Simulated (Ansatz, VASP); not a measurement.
# Cr in VASP and in Ansatz

```
Cr
1.0
     2.71400    0.00000    0.00000
     1.35700    2.35039    0.00000
     0.00000    0.00000    8.82000
Cr
4
Direct
  0.66667 0.66667 0.12500
  0.66667 0.66667 0.62500
  0.33333 0.33333 0.37500
  0.33333 0.33333 0.87500
```

Alike in both runs: task single point; functional LDA; k mesh 11 × 11 × 3; occupations fermi-dirac, width 0.03 eV; collinear spin.

```csv
,VASP,Ansatz
version,VASP 6.6.1,Ansatz 0.2.0
potentials or method,"VASP PAW LDA potentials, release 64 (Cr_pv), cutoff 520 eV","all-electron PAW with datasets made for the crystal, scalar-relativistic"
```

|  | VASP | Ansatz | Ansatz less VASP |
| --- | --- | --- | --- |
| net moment per atom (μB) | 0.28 | 0.68 | +0.402 |
| size of the moment on the site where the two differ most (μB) | 0.26 | 0.62 | +0.362 |

The net moments are unlike, so the other rows may belong to different states. LDA's correlation is that of Perdew and Zunger in VASP and of Perdew and Wang (1992) in Ansatz. Site moments also hang on the region over which each program counts them. Ansatz ran all-electron here, and VASP with PAW potentials.
